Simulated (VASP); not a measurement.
A run of VASP 6.6.1 is set up as follows.

File INCAR:

```
PREC     = Accurate       # precision mode
ENCUT    = 520            # plane-wave cutoff, eV
EDIFF    = 1E-7           # SCF threshold, eV
ISMEAR   = 0              # smearing method
SIGMA    = 0.01           # smearing width, eV
LREAL    = F              # projectors in reciprocal space
LASPH    = T              # aspherical terms in the spheres
NELM     = 100            # most SCF steps
ALGO     = Normal         # electronic algorithm
ISIF     = 2              # what is computed and relaxed
LWAVE    = F              # write WAVECAR
LCHARG   = F              # write CHGCAR
GGA      = PE             # functional
NBANDS   = 41             # bands
```

KPOINTS

```
Automatic mesh
0
Gamma
  6 6 6
```

POSCAR

```
Si4Ge
1.0
   -4.3638782353      4.3638782353      2.7601142906
    4.3638782353     -4.3638782353      2.7601142906
    4.3638782353      4.3638782353     -2.7601142906
Si Ge
8 2
Direct
    0.3930972474      0.1965664301      0.6002657873
    0.5428314601      0.6430972474      0.6965308173
    0.3569027526      0.0534335699      0.8997342127
    0.9465664301      0.8463006428      0.3034691827
    0.2071685399      0.6069027526      0.8034691827
    0.1536993572      0.4571685399      0.1002657873
    0.8034335699      0.4036993572      0.1965308173
    0.5963006428      0.7928314601      0.3997342127
    0.0000000000      0.0000000000      0.0000000000
    0.7500000000      0.2500000000      0.5000000000
```

Potentials or basis: VASP PAW PBE potentials, release 64 (Si, Ge_d).

The run is started by

```console
$ cat potpaw_PBE.64/Si/POTCAR potpaw_PBE.64/Ge_d/POTCAR > POTCAR
$ mpirun -np 1 vasp_std > vasp.out
```

Question: What does it give for the pressure?

Answer: -0.1 GPa.

Question: What does it give for the band gap on the k mesh?

Answer: 0.72 eV, indirect (least direct gap 1.30 eV).

A k mesh can miss the band edges. PBE gaps usually lie below the measured ones, often by a third to a half.
